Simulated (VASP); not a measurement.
# Ag in VASP: further runs

Ag is run at these levels: PBEsol; tasks: single point.

Everything below comes from runs of VASP 6.6.1. Logs are shortened: lines on timing, memory, paths and dates and some standing lists are left out, and cuts for length are marked.

## Step 1: The cell of the first run

The cell holds a slab with vacuum, 7 atoms: a = 2.867 Å, b = 2.867 Å, c = 29.072 Å, α = 90.00°, β = 90.00°, γ = 120.00°.

## Step 2: Single point, PBEsol

The input, INCAR:

```
SYSTEM = Ag
PREC     = Accurate       ! precision mode
ENCUT    = 520            ! plane-wave cutoff, eV
EDIFF    = 1E-7           ! SCF threshold, eV
ISMEAR   = 0              ! smearing method
SIGMA    = 0.1            ! smearing width, eV
LREAL    = .False.        ! projectors in reciprocal space
LASPH    = .True.         ! aspherical terms in the spheres
NELM     = 100            ! most SCF steps
ALGO     = Normal         ! electronic algorithm
ISIF     = 2              ! what is computed and relaxed
LWAVE    = .False.        ! write WAVECAR
LCHARG   = .False.        ! write CHGCAR
LDIPOL   = .True.       
IDIPOL   = 3            
DIPOL    = 0.5 0.5 0.500
GGA      = PS             ! functional
NBANDS   = 48             ! bands
```

The input, KPOINTS:

```
Automatic mesh
0
Gamma
  12 12 1
  0 0 0
```

The input, POSCAR:

```
Ag
1.0
    2.8670626668      0.0000000000      0.0000000000
   -1.4335313334      2.4829491037      0.0000000000
    0.0000000000      0.0000000000     29.0721447768
Ag
7
Direct
    0.6666666667      0.3333333333      0.2579789024
    0.3333333333      0.6666666667      0.3386526016
    0.6666666667      0.3333333333      0.4193263008
    0.3333333333      0.6666666667      0.5000000000
    0.6666666667      0.3333333333      0.5806736992
    0.3333333333      0.6666666667      0.6613473984
    0.6666666667      0.3333333333      0.7420210976
```

Potentials or basis: VASP PAW PBE potentials, release 64 (Ag).

Run with:

```console
$ cat potpaw_PBE.64/Ag/POTCAR > POTCAR
$ mpirun -np 1 vasp_std > vasp.out
```

OUTCAR:

```text
SYSTEM = Ag
   PREC = Accurate
   ENCUT = 520
   EDIFF = 1E-7
   ISMEAR = 0
   LREAL = .False.
   LASPH = .True.
   NELM = 100
   ISIF = 2
   GGA = PS

 ion  position               nearest neighbor table
   1  0.667  0.333  0.258-   2 2.87   2 2.87   2 2.87
   2  0.333  0.667  0.339-   3 2.87   1 2.87   3 2.87   1 2.87   3 2.87   1 2.87
   3  0.667  0.333  0.419-   2 2.87   4 2.87   2 2.87   4 2.87   2 2.87   4 2.87
   4  0.333  0.667  0.500-   3 2.87   5 2.87   3 2.87   5 2.87   3 2.87   5 2.87
   5  0.667  0.333  0.581-   4 2.87   6 2.87   4 2.87   6 2.87   4 2.87   6 2.87
   6  0.333  0.667  0.661-   5 2.87   7 2.87   5 2.87   7 2.87   5 2.87   7 2.87
   7  0.667  0.333  0.742-   6 2.87   6 2.87   6 2.87

  LATTYP: Found a hexagonal cell.
 ALAT       =     2.8670626668
 C/A-ratio  =    10.1400451108

  Lattice vectors:

 A1 = (   2.8670626668,   0.0000000000,   0.0000000000)
 A2 = (  -1.4335313334,   2.4829491037,   0.0000000000)
 A3 = (   0.0000000000,   0.0000000000,  29.0721447768)

Analysis of symmetry for initial positions (statically):
=====================================================================
 Subroutine PRICEL returns:
 Original cell was already a primitive cell.

 Routine SETGRP: Setting up the symmetry group for a
 hexagonal supercell.

 Subroutine GETGRP returns: Found 12 space group operations
 (whereof 12 operations were pure point group operations)
 out of a pool of 24 trial point group operations.

The static configuration has the point symmetry D_3h.

Analysis of symmetry for dynamics (positions and initial velocities):
=====================================================================
 Subroutine PRICEL returns:
 Original cell was already a primitive cell.

 Routine SETGRP: Setting up the symmetry group for a
 hexagonal supercell.

 Subroutine GETGRP returns: Found 12 space group operations
 (whereof 12 operations were pure point group operations)
 out of a pool of 24 trial point group operations.

The dynamic configuration has the point symmetry D_3h.

 Subroutine INISYM returns: Found 12 space group operations
 (whereof 12 operations are pure point group operations),
 and found     1 'primitive' translations

----------------------------------------------------------------------------------------

                                     Primitive cell

  volume of cell :     206.9579

  direct lattice vectors                    reciprocal lattice vectors
     2.867062667  0.000000000  0.000000000     0.348789028  0.201373439  0.000000000
    -1.433531333  2.482949104  0.000000000     0.000000000  0.402746878  0.000000000
     0.000000000  0.000000000 29.072144777     0.000000000  0.000000000  0.034397187

  length of vectors
     2.867062667  2.867062667 29.072144777     0.402746878  0.402746878  0.034397187

  position of ions in fractional coordinates (direct lattice)
     0.666666667  0.333333333  0.257978902
     0.333333333  0.666666667  0.338652602
     0.666666667  0.333333333  0.419326301
     0.333333333  0.666666667  0.500000000
     0.666666667  0.333333333  0.580673699
     0.333333333  0.666666667  0.661347398
     0.666666667  0.333333333  0.742021098

  ion indices of the primitive-cell ions
   primitive index   ion index
                 1           1
                 2           2
                 3           3
                 4           4
                 5           5
                 6           6
                 7           7

----------------------------------------------------------------------------------------

 KPOINTS: Automatic mesh

Automatic generation of k-mesh.
 Grid dimensions read from file:
 generate k-points for:   12   12    1

 Generating k-lattice:

  Cartesian coordinates                     Fractional coordinates (reciprocal lattice)
     0.029065752  0.016781120  0.000000000     0.083333333  0.000000000  0.000000000
     0.000000000  0.033562240  0.000000000     0.000000000  0.083333333  0.000000000
     0.000000000  0.000000000  0.034397187     0.000000000  0.000000000  1.000000000

  Length of vectors
     0.033562240  0.033562240  0.034397187

  Shift w.r.t. Gamma in fractional coordinates (k-lattice)
     0.000000000  0.000000000  0.000000000

 Subroutine IBZKPT returns following result:
 ===========================================

 Found     19 irreducible k-points:

 Following reciprocal coordinates:
            Coordinates               Weight
  0.000000  0.000000  0.000000      1.000000
  0.083333 -0.000000  0.000000      6.000000
  0.166667  0.000000  0.000000      6.000000
  0.250000 -0.000000  0.000000      6.000000
  0.333333 -0.000000  0.000000      6.000000
  0.416667  0.000000  0.000000      6.000000
[... 11 lines left out ...]
  0.333333  0.250000  0.000000     12.000000
  0.333333  0.333333  0.000000      2.000000
   k-points           NKPTS =     19   k-points in BZ     NKDIM =     19   number of bands    NBANDS=     48
   number of dos      NEDOS =    301   number of ions     NIONS =      7
   total plane-waves  NPLWV = 124416
   dimension x,y,z NGX =    24 NGY =   24 NGZ =  216
   dimension x,y,z NGXF=    48 NGYF=   48 NGZF=  432
   ions per type =               7
   NGX,Y,Z   is equivalent  to a cutoff of  13.92, 13.92, 12.35 a.u.
   NGXF,Y,Z  is equivalent  to a cutoff of  27.83, 27.83, 24.70 a.u.
 SYSTEM =  Ag
   PREC   = accura    normal or accurate (medium, high low for compatibility)
   ISTART =      0    job   : 0-new  1-cont  2-samecut
   ICHARG =      2    charge: 1-file 2-atom 10-const
   ISPIN  =      1    spin polarized calculation?
   LNONCOLLINEAR =      F non collinear calculations
   LSORBIT =      F    spin-orbit coupling
   LASPH  =      T    aspherical Exc in radial PAW
   ENCUT  =  520.0 eV  38.22 Ry    6.18 a.u.   5.33  5.33 54.05*2*pi/ulx,y,z
   NELM   =    100;   NELMIN=  2; NELMDL= -5     # of ELM steps
   EDIFF  = 0.1E-06   stopping-criterion for ELM
   LREAL  =      F    real-space projection
   EDIFFG = 0.1E-05   stopping-criterion for IOM
   NSW    =      0    number of steps for IOM
   IBRION =     -1    ionic relax: 0-MD 1-quasi-New 2-CG
   NFREE  =      0    steps in history (QN), initial steepest desc. (CG)
   ISIF   =      2    stress and relaxation
   ISYM   =      2    0-nonsym 1-usesym 2-fastsym
   POTIM  = 0.5000    time-step for ionic-motion
   TEBEG  =    0.0;   TEEND  =   0.0 temperature during run
   PSTRESS=    0.0 pullay stress
   NELECT =      77.0000    total number of electrons
   NUPDOWN=      -1.0000    fix difference up-down
   EMIN   =  10.00;   EMAX   =-10.00  energy-range for DOS
   EFERMI =   0.00;   METHOD = LEGACY
   ISMEAR =     0;   SIGMA  =   0.10  broadening in eV -4-tet -1-fermi 0-gaus
   EFERMI_NEDOS =   21; number of points for ismear=-14 and -15
   IALGO  =     38    algorithm
   IMIX   =      4    mixing-type and parameters
     AMIX     =   0.40;   BMIX     =  1.00
     AMIX_MAG =   1.60;   BMIX_MAG =  1.00
  volume/ion in A,a.u.               =      29.57       199.52
  Fermi-wavevector in a.u.,A,eV,Ry     =   1.177455  2.225068 18.863126  1.386401
  Thomas-Fermi vector in A             =   2.313801
   LORBIT       =      0    0 simple, 1 ext, 2 COOP (PROOUT), +10 PAW based schemes
   GGA     = PS    functional components
   LHFCALC =     F    Hartree Fock is set to
   AEXX    =    0.0000 exact exchange contribution
   IVDW    =     0    specifies the selected vdW correction
   LEPSILON=     F    determine dielectric tensor
   LRPA    =     F    only Hartree local field effects (RPA)
 non-spin polarized calculation
 Gauss-broadening in eV      SIGMA  =   0.10
  energy-cutoff  :      520.00
  volume of cell :      206.96
 maximum number of plane-waves:      5617
 NGX is ok and might be reduce to    24
   NGX = 11   NGY = 11   NGZ =109

 dipolmoment           0.000000      0.000000      0.000000 electrons x Angstroem

 number of electron      76.9999984 magnetization

 dipolmoment           0.000000      0.000000     -0.000000 electrons x Angstroem

 Free energy of the ion-electron system (eV)
  ---------------------------------------------------
  ext. energy  EPLUGINS =         0.00000000
  ---------------------------------------------------
  free energy    TOTEN  =       -22.22379760 eV

  energy without entropy =      -22.20764286  energy(sigma->0) =      -22.21572023

 E-fermi :   2.7561     XC(G=0):  -7.6495

 val. band max:        2.7011479404   @ k =   0.0833  -0.0000   0.0000
 cond. band min:       2.7883632917   @ k =   0.4167   0.0000   0.0000
 fundamental gap:      0.0872153513
 Fermi energy:         2.7561314652

 k-point     1 :       0.0000    0.0000    0.0000
  band No.  band energies     occupation
      1      -4.9913      2.00000
      2      -4.6041      2.00000
      3      -4.0522      2.00000
      4      -3.6363      2.00000
      5      -3.6180      2.00000
      6      -3.4624      2.00000
[... 40 lines left out ...]
     47       8.8044      0.00000
     48       9.2090      0.00000

 k-point     2 :       0.0833   -0.0000    0.0000
  band No.  band energies     occupation
      1      -4.7978      2.00000
      2      -4.4165      2.00000
      3      -3.8722      2.00000
      4      -3.5160      2.00000
      5      -3.4686      2.00000
      6      -3.3097      2.00000
[... 40 lines left out ...]
     47       8.9703      0.00000
     48       9.3436      0.00000

 k-point     3 :       0.1667    0.0000    0.0000
  band No.  band energies     occupation
      1      -4.2656      2.00000
      2      -3.9216      2.00000
      3      -3.4349      2.00000
      4      -3.2409      2.00000
      5      -3.1377      2.00000
      6      -2.9445      2.00000
[... 805 lines left out ...]
     47       8.9751      0.00000
     48       9.3381      0.00000

 k-point    19 :       0.3333    0.3333    0.0000
  band No.  band energies     occupation
      1      -3.0983      2.00000
      2      -2.8971      2.00000
      3      -2.8029      2.00000
      4      -2.7834      2.00000
      5      -2.7040      2.00000
      6      -2.6971      2.00000
[... 40 lines left out ...]
     47       8.6765      0.00000
     48       8.9844      0.00000

------------------------ aborting loop because EDIFF is reached ----------------------------------------

 vacuum level on the upper side and lower side of the slab       (xc-potential included)        -0.147        -0.147

  FORCE on cell =-STRESS in cart. coord.  units (eV):
  Direction    XX          YY          ZZ          XY          YZ          ZX
  --------------------------------------------------------------------------------------
  -------------------------------------------------------------------------------------
  Total       -1.2353823     -1.2353823     -0.4246549      0.0000000      0.0000000      0.0000000
  in kB       -9.5637869     -9.5637869     -3.2874913      0.0000000      0.0000000      0.0000000
  external PRESSURE =      -7.4716884 kB  Pullay stress =       0.0000000 kB

 VOLUME and BASIS-vectors are now :
 -----------------------------------------------------------------------------
  energy-cutoff  :      520.00
  volume of cell :      206.96
      direct lattice vectors                 reciprocal lattice vectors
     2.867062667  0.000000000  0.000000000     0.348789028  0.201373439  0.000000000
    -1.433531333  2.482949104  0.000000000     0.000000000  0.402746878  0.000000000
     0.000000000  0.000000000 29.072144777     0.000000000  0.000000000  0.034397187

 POSITION                                       TOTAL-FORCE (eV/Angst)
 -----------------------------------------------------------------------------------
      1.43353      0.82765      7.50000        -0.000000      0.000000      0.023733
     -0.00000      1.65530      9.84536         0.000000     -0.000000      0.022906
      1.43353      0.82765     12.19071         0.000000     -0.000000     -0.040838
     -0.00000      1.65530     14.53607        -0.000000      0.000000     -0.000000
      1.43353      0.82765     16.88143         0.000000     -0.000000      0.040838
     -0.00000      1.65530     19.22679        -0.000000     -0.000000     -0.022906
      1.43353      0.82765     21.57214        -0.000000     -0.000000     -0.023733
 -----------------------------------------------------------------------------------
    total drift:                                0.000000     -0.000000      0.000000

  FREE ENERGIE OF THE ION-ELECTRON SYSTEM (eV)
  ---------------------------------------------------
  free  energy   TOTEN  =       -22.2237976007 eV

  energy  without entropy=      -22.2076428555  energy(sigma->0) =      -22.21572023

 vacuum level on the upper side and lower side of the slab         7.317         7.317
```

Wall time 3.9 min (1 thread of Intel Xeon 6975P-C (Granite Rapids), shared host); peak memory 0.41 GiB.

What came out:

| Quantity | Value |
| --- | --- |
| Free energy | -22.2238 eV |
| Largest force | 0.041 eV/Å |

Forces in eV/Å, atoms in the order of the input:
```
Ag   0.000  0.000  0.024
Ag   0.000  0.000  0.023
Ag   0.000  0.000 -0.041
Ag   0.000  0.000  0.000
Ag   0.000  0.000  0.041
Ag   0.000  0.000 -0.023
Ag   0.000  0.000 -0.024
```

Caveat: the PAW data sets were made with another functional, which shifts forces and pressure a little.

## Step 3: Single point, PBEsol

The input, INCAR:

```
PREC     = Accurate       # precision mode
ENCUT    = 520            # plane-wave cutoff, eV
EDIFF    = 1E-7           # SCF threshold, eV
ISMEAR   = 0              # smearing method
SIGMA    = 0.1            # smearing width, eV
LREAL    = F              # projectors in reciprocal space
LASPH    = T              # aspherical terms in the spheres
NELM     = 80             # most SCF steps
ALGO     = Normal         # electronic algorithm
ISIF     = 2              # what is computed and relaxed
LWAVE    = F              # write WAVECAR
LCHARG   = T              # write CHGCAR
LDIPOL   = T            
IDIPOL   = 3            
DIPOL    = 0.5 0.5 0.500
GGA      = PS             # functional
LELF     = T              # ELF
LVHAR    = T            
LVACPOTAV= T            
NBANDS   = 48             # bands
```

The input, KPOINTS:

```
Automatic mesh
0
Gamma
  12 12 1
```

The input, POSCAR:

```
Ag
1.0
    2.8670626668      0.0000000000      0.0000000000
   -1.4335313334      2.4829491037      0.0000000000
    0.0000000000      0.0000000000     29.0721447768
Ag
7
Direct
    0.6666666667      0.3333333333      0.2585935286
    0.3333333333      0.6666666667      0.3390595914
    0.6666666667      0.3333333333      0.4193086142
    0.3333333333      0.6666666667      0.5000000005
    0.6666666667      0.3333333333      0.5806913868
    0.3333333333      0.6666666667      0.6609404084
    0.6666666667      0.3333333333      0.7414064701
```

Potentials or basis: VASP PAW PBE potentials, release 64 (Ag).

Run with:

```console
$ cat potpaw_PBE.64/Ag/POTCAR > POTCAR
$ mpirun -np 1 vasp_std > vasp.out
```

OUTCAR:

```text
PREC = Accurate
   ENCUT = 520
   EDIFF = 1E-7
   ISMEAR = 0
   LREAL = F
   LASPH = T
   NELM = 80
   ISIF = 2
   GGA = PS

 ion  position               nearest neighbor table
   1  0.667  0.333  0.259-   2 2.87   2 2.87   2 2.87
   2  0.333  0.667  0.339-   3 2.86   3 2.86   3 2.86   1 2.87   1 2.87   1 2.87
   3  0.667  0.333  0.419-   2 2.86   2 2.86   2 2.86   4 2.87   4 2.87   4 2.87
   4  0.333  0.667  0.500-   5 2.87   3 2.87   5 2.87   3 2.87   5 2.87   3 2.87
   5  0.667  0.333  0.581-   6 2.86   6 2.86   6 2.86   4 2.87   4 2.87   4 2.87
   6  0.333  0.667  0.661-   5 2.86   5 2.86   5 2.86   7 2.87   7 2.87   7 2.87
   7  0.667  0.333  0.741-   6 2.87   6 2.87   6 2.87

  LATTYP: Found a hexagonal cell.
 ALAT       =     2.8670626668
 C/A-ratio  =    10.1400451108

  Lattice vectors:

 A1 = (   2.8670626668,   0.0000000000,   0.0000000000)
 A2 = (  -1.4335313334,   2.4829491037,   0.0000000000)
 A3 = (   0.0000000000,   0.0000000000,  29.0721447768)

Analysis of symmetry for initial positions (statically):
=====================================================================
[... 188 lines left out ...]
 k-point     1 :       0.0000    0.0000    0.0000
  band No.  band energies     occupation
      1      -5.0000      2.00000
      2      -4.6175      2.00000
      3      -4.0533      2.00000
      4      -3.6407      2.00000
      5      -3.6236      2.00000
      6      -3.4652      2.00000
[... 958 lines left out ...]
     47       8.6861      0.00000
     48       8.9923      0.00000

------------------------ aborting loop because EDIFF is reached ----------------------------------------

  FORCE on cell =-STRESS in cart. coord.  units (eV):
  Direction    XX          YY          ZZ          XY          YZ          ZX
  --------------------------------------------------------------------------------------
  -------------------------------------------------------------------------------------
  Total       -1.0500799     -1.0500799     -0.1302245      0.0000000      0.0000000      0.0000000
  in kB       -8.1292569     -8.1292569     -1.0081405      0.0000000      0.0000000      0.0000000
  external PRESSURE =      -5.7555514 kB  Pullay stress =       0.0000000 kB

 VOLUME and BASIS-vectors are now :
 -----------------------------------------------------------------------------
  energy-cutoff  :      520.00
  volume of cell :      206.96
      direct lattice vectors                 reciprocal lattice vectors
     2.867062667  0.000000000  0.000000000     0.348789028  0.201373439  0.000000000
    -1.433531333  2.482949104  0.000000000     0.000000000  0.402746878  0.000000000
     0.000000000  0.000000000 29.072144777     0.000000000  0.000000000  0.034397187

 POSITION                                       TOTAL-FORCE (eV/Angst)
 -----------------------------------------------------------------------------------
      1.43353      0.82765      7.51787         0.000000      0.000000      0.006532
     -0.00000      1.65530      9.85719         0.000000      0.000000      0.000110
      1.43353      0.82765     12.19020        -0.000000      0.000000     -0.000575
     -0.00000      1.65530     14.53607         0.000000      0.000000      0.000000
      1.43353      0.82765     16.88194        -0.000000     -0.000000      0.000575
     -0.00000      1.65530     19.21496        -0.000000     -0.000000     -0.000110
      1.43353      0.82765     21.55428         0.000000      0.000000     -0.006532
 -----------------------------------------------------------------------------------
    total drift:                               -0.000000      0.000000     -0.000001

  FREE ENERGIE OF THE ION-ELECTRON SYSTEM (eV)
  ---------------------------------------------------
  free  energy   TOTEN  =       -22.2246735992 eV

  energy  without entropy=      -22.2080950316  energy(sigma->0) =      -22.21638432

 vacuum level on the upper side and lower side of the slab         7.426         7.426
```

Wall time 3.1 min (1 thread of Intel Xeon 6975P-C (Granite Rapids), shared host); peak memory 0.42 GiB.

What came out:

| Item | Value |
| --- | --- |
| Free energy | -22.2247 eV |
| Largest force | 0.007 eV/Å |

Forces in eV/Å, atoms in the order of the input:
```
Ag   0.000  0.000  0.007
Ag   0.000  0.000  0.000
Ag   0.000  0.000 -0.001
Ag   0.000  0.000  0.000
Ag   0.000  0.000  0.001
Ag   0.000  0.000  0.000
Ag   0.000  0.000 -0.007
```

Caveat: the PAW data sets were made with another functional, which shifts forces and pressure a little.
